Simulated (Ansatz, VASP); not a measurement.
MoS2: VASP beside Ansatz

```xyz
6
Lattice="3.1856 0.0000 0.0000 -1.5928 2.9036 0.0000 0.0000 0.0000 14.5105" Properties=species:S:1:pos:R:3 pbc="T T T"
Mo    0.0000    1.9358    3.6276
Mo    1.5928    0.9679   10.8828
S     0.0000    1.9358    9.3203
S     1.5928    0.9679    2.0651
S     0.0000    1.9358   12.4454
S     1.5928    0.9679    5.1902
```

Change from the starting cell: strain +0.0525 x Voigt [0, 1, 0, 0, 0, 0], atoms carried along.

Alike in both runs: task single point; functional PBE; k mesh 12 × 12 × 2; occupations gaussian, width 0.05 eV; no spin polarisation.

|  | VASP | Ansatz |
| --- | --- | --- |
| version | VASP 6.6.1 | Ansatz 0.2.0 |
| potentials or method | VASP PAW PBE potentials, release 64 (Mo_sv, S), cutoff 520 eV | scalar-relativistic, plane waves, PAW |
| valence electrons in the cell | 52 | 52 |

VASP gave:

* gap on the k mesh at the Fermi level (eV): 1.05
* least direct gap on the mesh (eV): 1.43
* pressure (GPa): -5.3
* traceless stress, the component that is largest in VASP (GPa): -4.00
* rms of the force components (eV/Å): 0.234

Task: Estimate Ansatz's values.

Result: gap on the k mesh at the Fermi level (eV): 1.04; least direct gap on the mesh (eV): 1.43; pressure (GPa): -5.3; traceless stress, the component that is largest in VASP (GPa): -4.01; rms of the force components (eV/Å): 0.230.

Atom by atom the forces differ by 0.004 eV/Å (rms over components).
